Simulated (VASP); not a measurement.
# Ni3O (Fm-3m) in VASP: further runs

Ni3O is run at these levels: PBE; tasks: relaxation of cell and atoms, single point.

Program: VASP 6.6.1. These are calculated values, not measurements. Logs are shortened: lines on timing, memory, paths and dates and some standing lists are left out, and cuts for length are marked.

### Step 1. The cell of the first run

Symmetry: Fm-3m, No. 225, cubic system. Conventional cell: a = 5.074 Å, b = 5.074 Å, c = 5.074 Å, α = 90.00°, β = 90.00°, γ = 90.00°. Within 2.9 Å of Ni (site symmetry -43m) lie 10 Ni at 2.20 to 2.54 Å and 4 O at 2.20 Å. Within 2.9 Å of Ni (site symmetry m-3m) lie 8 Ni at 2.20 Å and 6 O at 2.54 Å. Within 2.9 Å of O (site symmetry m-3m) lie 14 Ni at 2.20 to 2.54 Å.

The cell was generated, and may not be a known phase.

### Step 2. Relaxation of cell and atoms, PBE, collinear spin, ferromagnetic start

Input file INCAR:

```
SYSTEM = Ni3O
ALGO     = Normal         ! electronic algorithm
EDIFF    = 1E-7           ! SCF threshold, eV
EDIFFG   = -0.04          ! ionic threshold
ENCUT    = 600            ! plane-wave cutoff, eV
GGA      = PE             ! functional
IBRION   = 2              ! ionic algorithm
ISIF     = 3              ! what is computed and relaxed
ISMEAR   = 0              ! smearing method
ISPIN    = 2              ! spin polarisation
LASPH    = .TRUE.         ! aspherical terms in the spheres
LCHARG   = .FALSE.        ! write CHGCAR
LMAXMIX  = 4              ! l up to which the mixer works
LORBIT   = 11             ! projections on sites
LREAL    = .FALSE.        ! projectors in reciprocal space
LWAVE    = .FALSE.        ! write WAVECAR
MAGMOM   = 2 2 2 0        ! initial moments
NELM     = 150            ! most SCF steps
NSW      = 90             ! ionic steps
PREC     = Accurate       ! precision mode
SIGMA    = 0.1            ! smearing width, eV
```

Input file KPOINTS:

```
k-points
0
G
  6 6 6
  0 0 0
```

Input file POSCAR:

```
Ni3O
1.0
    0.0000000000      2.5372305500      2.5372305500
    2.5372305500      0.0000000000      2.5372305500
    2.5372305500      2.5372305500      0.0000000000
Ni O
3 1
Direct
    0.2500000000      0.2500000000      0.2500000000
    0.7500000000      0.7500000000      0.7500000000
    0.5000000000      0.5000000000      0.5000000000
    0.0000000000      0.0000000000      0.0000000000
```

Potentials or basis: VASP PAW PBE potentials, release 64 (Ni, O).

On the command line:

```
> cat potpaw_PBE.64/Ni/POTCAR potpaw_PBE.64/O/POTCAR > POTCAR
> mpirun -np 1 vasp_std > vasp.out
```

OUTCAR:

```text
SYSTEM = Ni3O
   EDIFF = 1E-7
   EDIFFG = -0.04
   ENCUT = 600
   GGA = PE
   IBRION = 2
   ISIF = 3
   ISMEAR = 0
   ISPIN = 2
   LASPH = .TRUE.
   LORBIT = 11
   LREAL = .FALSE.
   NELM = 150
   NSW = 90
   PREC = Accurate

 ion  position               nearest neighbor table
   1  0.250  0.250  0.250-   4 2.20   4 2.20   4 2.20   3 2.20   4 2.20   3 2.20   3 2.20   3 2.20
                             2 2.54   2 2.54   2 2.54   2 2.54   2 2.54   2 2.54
   2  0.750  0.750  0.750-   3 2.20   3 2.20   3 2.20   3 2.20   4 2.20   4 2.20   4 2.20   4 2.20
                             1 2.54   1 2.54   1 2.54   1 2.54   1 2.54   1 2.54
   3  0.500  0.500  0.500-   1 2.20   1 2.20   1 2.20   1 2.20   2 2.20   2 2.20   2 2.20   2 2.20

   4  0.000  0.000  0.000-   2 2.20   2 2.20   2 2.20   1 2.20   2 2.20   1 2.20   1 2.20   1 2.20

  LATTYP: Found a face centered cubic cell.
 ALAT       =     5.0744611000

  Lattice vectors:

 A1 = (   0.0000000000,   2.5372305500,   2.5372305500)
 A2 = (   2.5372305500,   0.0000000000,   2.5372305500)
 A3 = (   2.5372305500,   2.5372305500,   0.0000000000)

Analysis of symmetry for initial positions (statically):
=====================================================================
 Subroutine PRICEL returns:
 Original cell was already a primitive cell.

 Routine SETGRP: Setting up the symmetry group for a
 face centered cubic supercell.

 Subroutine GETGRP returns: Found 48 space group operations
 (whereof 48 operations were pure point group operations)
 out of a pool of 48 trial point group operations.

The static configuration has the point symmetry O_h .

Analysis of symmetry for dynamics (positions and initial velocities):
=====================================================================
 Subroutine PRICEL returns:
 Original cell was already a primitive cell.

 Routine SETGRP: Setting up the symmetry group for a
 face centered cubic supercell.

 Subroutine GETGRP returns: Found 48 space group operations
 (whereof 48 operations were pure point group operations)
 out of a pool of 48 trial point group operations.

The dynamic configuration has the point symmetry O_h .

Analysis of structural, dynamic, and magnetic symmetry:
=====================================================================
 Subroutine PRICEL returns:
 Original cell was already a primitive cell.

 Routine SETGRP: Setting up the symmetry group for a
 face centered cubic supercell.

 Subroutine GETGRP returns: Found 48 space group operations
 (whereof 48 operations were pure point group operations)
 out of a pool of 48 trial point group operations.

The overall configuration has the point symmetry O_h .

 Subroutine INISYM returns: Found 48 space group operations
 (whereof 48 operations are pure point group operations),
 and found     1 'primitive' translations

----------------------------------------------------------------------------------------

                                     Primitive cell

  volume of cell :      32.6670

  direct lattice vectors                    reciprocal lattice vectors
     0.000000000  2.537230550  2.537230550    -0.197065261  0.197065261  0.197065261
     2.537230550  0.000000000  2.537230550     0.197065261 -0.197065261  0.197065261
     2.537230550  2.537230550  0.000000000     0.197065261  0.197065261 -0.197065261

  length of vectors
     3.588185855  3.588185855  3.588185855     0.341327044  0.341327044  0.341327044

  position of ions in fractional coordinates (direct lattice)
     0.250000000  0.250000000  0.250000000
     0.750000000  0.750000000  0.750000000
     0.500000000  0.500000000  0.500000000
     0.000000000  0.000000000  0.000000000

  ion indices of the primitive-cell ions
   primitive index   ion index
                 1           1
                 2           2
                 3           3
                 4           4

----------------------------------------------------------------------------------------

 KPOINTS: k-points

Automatic generation of k-mesh.
 Grid dimensions read from file:
 generate k-points for:    6    6    6

 Generating k-lattice:

  Cartesian coordinates                     Fractional coordinates (reciprocal lattice)
    -0.032844210  0.032844210  0.032844210     0.166666667  0.000000000  0.000000000
     0.032844210 -0.032844210  0.032844210     0.000000000  0.166666667  0.000000000
     0.032844210  0.032844210 -0.032844210     0.000000000  0.000000000  0.166666667

  Length of vectors
     0.056887841  0.056887841  0.056887841

  Shift w.r.t. Gamma in fractional coordinates (k-lattice)
     0.000000000  0.000000000  0.000000000

 Subroutine IBZKPT returns following result:
 ===========================================

 Found     16 irreducible k-points:

 Following reciprocal coordinates:
            Coordinates               Weight
  0.000000  0.000000  0.000000      1.000000
  0.166667  0.000000  0.000000      8.000000
  0.333333  0.000000  0.000000      8.000000
  0.500000  0.000000  0.000000      4.000000
  0.166667  0.166667  0.000000      6.000000
  0.333333  0.166667  0.000000     24.000000
[... 8 lines left out ...]
 -0.333333  0.333333  0.166667     24.000000
 -0.333333  0.500000  0.166667     12.000000
   k-points           NKPTS =     16   k-points in BZ     NKDIM =     16   number of bands    NBANDS=     25
   number of dos      NEDOS =    301   number of ions     NIONS =      4
   total plane-waves  NPLWV =  27000
   dimension x,y,z NGX =    30 NGY =   30 NGZ =   30
   dimension x,y,z NGXF=    60 NGYF=   60 NGZF=   60
   ions per type =               3   1
   NGX,Y,Z   is equivalent  to a cutoff of  13.90, 13.90, 13.90 a.u.
   NGXF,Y,Z  is equivalent  to a cutoff of  27.80, 27.80, 27.80 a.u.
 SYSTEM =  Ni3O
   PREC   = accura    normal or accurate (medium, high low for compatibility)
   ISTART =      0    job   : 0-new  1-cont  2-samecut
   ICHARG =      2    charge: 1-file 2-atom 10-const
   ISPIN  =      2    spin polarized calculation?
   LNONCOLLINEAR =      F non collinear calculations
   LSORBIT =      F    spin-orbit coupling
   LASPH  =      T    aspherical Exc in radial PAW
   ENCUT  =  600.0 eV  44.10 Ry    6.64 a.u.   7.17  7.17  7.17*2*pi/ulx,y,z
   NELM   =    150;   NELMIN=  2; NELMDL= -5     # of ELM steps
   EDIFF  = 0.1E-06   stopping-criterion for ELM
   LREAL  =      F    real-space projection
   EDIFFG = -.4E-01   stopping-criterion for IOM
   NSW    =     90    number of steps for IOM
   IBRION =      2    ionic relax: 0-MD 1-quasi-New 2-CG
   NFREE  =      1    steps in history (QN), initial steepest desc. (CG)
   ISIF   =      3    stress and relaxation
   ISYM   =      2    0-nonsym 1-usesym 2-fastsym
   POTIM  = 0.5000    time-step for ionic-motion
   TEBEG  =    0.0;   TEEND  =   0.0 temperature during run
   PSTRESS=    0.0 pullay stress
   NELECT =      36.0000    total number of electrons
   NUPDOWN=      -1.0000    fix difference up-down
   EMIN   =  10.00;   EMAX   =-10.00  energy-range for DOS
   EFERMI =   0.00;   METHOD = LEGACY
   ISMEAR =     0;   SIGMA  =   0.10  broadening in eV -4-tet -1-fermi 0-gaus
   EFERMI_NEDOS =   21; number of points for ismear=-14 and -15
   IALGO  =     38    algorithm
   IMIX   =      4    mixing-type and parameters
     AMIX     =   0.40;   BMIX     =  1.00
     AMIX_MAG =   1.60;   BMIX_MAG =  1.00
  volume/ion in A,a.u.               =       8.17        55.11
  Fermi-wavevector in a.u.,A,eV,Ry     =   1.690982  3.195493 38.904787  2.859421
  Thomas-Fermi vector in A             =   2.772831
   LORBIT       =     11    0 simple, 1 ext, 2 COOP (PROOUT), +10 PAW based schemes
   GGA     = PE    functional components
   LHFCALC =     F    Hartree Fock is set to
   AEXX    =    0.0000 exact exchange contribution
   IVDW    =     0    specifies the selected vdW correction
   LEPSILON=     F    determine dielectric tensor
   LRPA    =     F    only Hartree local field effects (RPA)
 conjugate gradient relaxation of ions
 spin polarized calculation
 Gauss-broadening in eV      SIGMA  =   0.10
  energy-cutoff  :      600.00
  volume of cell :       32.67
 maximum number of plane-waves:      1113
 NGX is ok and might be reduce to    30
   NGX = 15   NGY = 15   NGZ = 15

--------------------------------------- Ionic step        1  -------------------------------------------

 number of electron      36.0000010 magnetization       1.7898911

 Free energy of the ion-electron system (eV)
  ---------------------------------------------------
  ext. energy  EPLUGINS =         0.00000000
  ---------------------------------------------------
  free energy    TOTEN  =       -18.10697401 eV

  energy without entropy =      -18.08593108  energy(sigma->0) =      -18.09645255

 E-fermi :  11.8382     XC(G=0): -14.2693

 val. band max:       11.8167564609   @ k =   0.3333   0.3333   0.0000
 cond. band min:      11.8608457871   @ k =   0.5000   0.1667   0.0000
 fundamental gap:      0.0440893262
 Fermi energy:        11.8381537984

 spin component 1

 k-point     1 :       0.0000    0.0000    0.0000
  band No.  band energies     occupation
      1      -8.4339      1.00000
      2       5.0721      1.00000
      3       5.0721      1.00000
      4       5.0721      1.00000
      5       6.3056      1.00000
      6       6.8940      1.00000
[... 1001 lines left out ...]
  energy  without entropy=      -19.7261386623  energy(sigma->0) =      -19.74201077

--------------------------------------- Ionic step        4  -------------------------------------------

 number of electron      36.0000023 magnetization      -2.8878359

 Free energy of the ion-electron system (eV)
  ---------------------------------------------------
  ext. energy  EPLUGINS =         0.00000000
  ---------------------------------------------------
  free energy    TOTEN  =       -19.75885001 eV

  energy without entropy =      -19.72738110  energy(sigma->0) =      -19.74311556

 E-fermi :   7.9319     XC(G=0): -12.7668

 val. band max:        7.9249600483   @ k =   0.3333   0.3333   0.0000
 cond. band min:       7.9330244555   @ k =   0.5000   0.1667   0.0000
 fundamental gap:      0.0080644072
 Fermi energy:         7.9319390335

 spin component 1

 k-point     1 :       0.0000    0.0000    0.0000
  band No.  band energies     occupation
      1     -10.1165      1.00000
      2       2.7110      1.00000
      3       3.4610      1.00000
      4       3.4610      1.00000
      5       3.4610      1.00000
      6       4.8392      1.00000
[... 919 lines left out ...]
  FREE ENERGIE OF THE ION-ELECTRON SYSTEM (eV)
  ---------------------------------------------------
  free  energy   TOTEN  =       -19.7588500107 eV

  energy  without entropy=      -19.7273811044  energy(sigma->0) =      -19.74311556

 reached required accuracy - stopping structural energy minimisation

 total charge

# of ion       s       p       d       tot
------------------------------------------
    1        0.414   0.358   8.327   9.099
    2        0.414   0.358   8.327   9.099
    3        0.511   0.421   8.367   9.300
    4        1.622   3.171   0.000   4.793
--------------------------------------------------
tot          2.961   4.309  25.020  32.290

 magnetization (x)

# of ion       s       p       d       tot
------------------------------------------
    1        0.004   0.015  -0.947  -0.928
    2        0.004   0.015  -0.947  -0.928
    3        0.022   0.027  -0.886  -0.836
    4       -0.005  -0.196   0.000  -0.200
--------------------------------------------------
tot          0.026  -0.138  -2.780  -2.892
```

Run time: 4.1 min. Hardware: 1 thread of AMD EPYC 7R13, shared host; peak memory 0.17 GiB.

What came out:

```
Free energy                                           : -19.7589 eV
Relaxed volume                                        : 10.49 Å³/atom
Relaxed cell                                          : a = 3.900 Å, b = 3.900 Å, c = 3.900 Å, α = 60.00°, β = 60.00°, γ = 60.00°
Space group after relaxing (to 0.1 Å)                 : Fm-3m (No. 225)
Energy gained by relaxing                             : 413.0 meV/atom
Ionic steps                                           : 4
Pressure after relaxing                               : -0.3 GPa
Net moment                                            : -2.89 μB per cell
Site moments                                          : Ni -0.93, -0.84 (each value once); O -0.20 μB
Valence electrons inside the program's atomic spheres : Ni 9.10, 9.30 (each value once); O 4.79
```

The path:
| step | energy change (eV) | largest force (eV/Å) | pressure (GPa) | volume (Å³) |
| --- | --- | --- | --- | --- |
| 1 | 0.0000 | 0.0000 | 71.35 | 32.67 |
| 2 | -0.6421 | 0.0000 | -23.35 | 53.06 |
| 3 | -1.6509 | 0.0000 | -1.17 | 42.16 |
| 4 | -1.6519 | 0.0000 | -0.31 | 41.94 |

Final structure:
```
Ni O
1.0
     0.00000    2.75767    2.75767
     2.75767    0.00000    2.75767
     2.75767    2.75767    0.00000
Ni O
3 1
Cartesian
  1.3788 1.3788 1.3788
  4.1365 4.1365 4.1365
  2.7577 2.7577 2.7577
  0.0000 0.0000 0.0000
```

Caveat: the volume moved by over 15 % at a fixed basis, so the end points are rough.

### Step 3. Single point, PBE, collinear spin, ferromagnetic start

This run uses another cell than the first one, of 10.49 Å³/atom.

Input file INCAR:

```
PREC = Accurate
ENCUT = 520
EDIFF = 1E-7
ISMEAR = 0
SIGMA = 0.1
LREAL = False
LASPH = True
NELM = 150
ALGO = Normal
ISIF = 2
LWAVE = False
LCHARG = False
ISPIN = 2
MAGMOM = 1.04 1.04 1.04 0.24
LORBIT = 11
LMAXMIX = 4
GGA = PE
NBANDS = 30
```

Input file KPOINTS:

```
Automatic mesh
0
Gamma
  14 14 14
```

Input file POSCAR:

```
Ni3O
1.0
    0.0000000000      2.7577116571      2.7577116571
    2.7577116571      0.0000000000      2.7577116571
    2.7577116571      2.7577116571      0.0000000000
Ni O
3 1
Direct
    0.2500000000      0.2500000000      0.2500000000
    0.7500000000      0.7500000000      0.7500000000
    0.5000000000      0.5000000000      0.5000000000
    0.0000000000      0.0000000000      0.0000000000
```

Potentials or basis: VASP PAW PBE potentials, release 64 (Ni, O).

On the command line:

```
> cat potpaw_PBE.64/Ni/POTCAR potpaw_PBE.64/O/POTCAR > POTCAR
> mpirun -np 1 vasp_std > vasp.out
```

Run time: 5.7 min. Hardware: 1 thread of AMD EPYC 7R13, shared host; peak memory 0.29 GiB.

Results (log left out):

| Property | Result |
| --- | --- |
| Free energy | -19.7886 eV |
| Pressure | -0.3 GPa |
| Net moment | 2.92 μB per cell |
| Site moments | Ni +0.94, +0.84 (each value once); O +0.21 μB |
| Valence electrons inside the program's atomic spheres | Ni 9.10, 9.30 (each value once); O 4.79 |

Levels at points of the mesh, in eV from the Fermi level:
Spin up:
```
           k point  band 17  band 18  band 19  band 20  band 21  band 22  band 23  band 24
(0.00, 0.00, 0.00)    -0.86    -0.86    -0.84    -0.84     7.48     7.48     7.48     9.60
(0.50, 0.00, 0.00)    -1.03    -1.03    -0.28    -0.28     2.08     5.99     5.99    10.08
(0.50, 0.50, 0.00)    -0.86    -0.83    -0.83     0.84     2.93     5.31     5.31     5.77
```
Spin down:
| k point | band 14 | band 15 | band 16 | band 17 | band 18 | band 19 | band 20 | band 21 |
| --- | --- | --- | --- | --- | --- | --- | --- | --- |
| (0.00, 0.00, 0.00) | -0.03 | -0.03 | -0.02 | -0.02 | 0.01 | 0.01 | 0.01 | 7.73 |
| (0.50, 0.00, 0.00) | -0.76 | -0.68 | -0.53 | -0.26 | -0.26 | 0.83 | 0.83 | 2.66 |
| (0.50, 0.50, 0.00) | -0.29 | -0.29 | -0.29 | -0.05 | 0.39 | 0.39 | 1.51 | 3.26 |

With open d or f shells a metallic result of PBE can be an artefact of self-interaction; +U or a hybrid may open a gap.
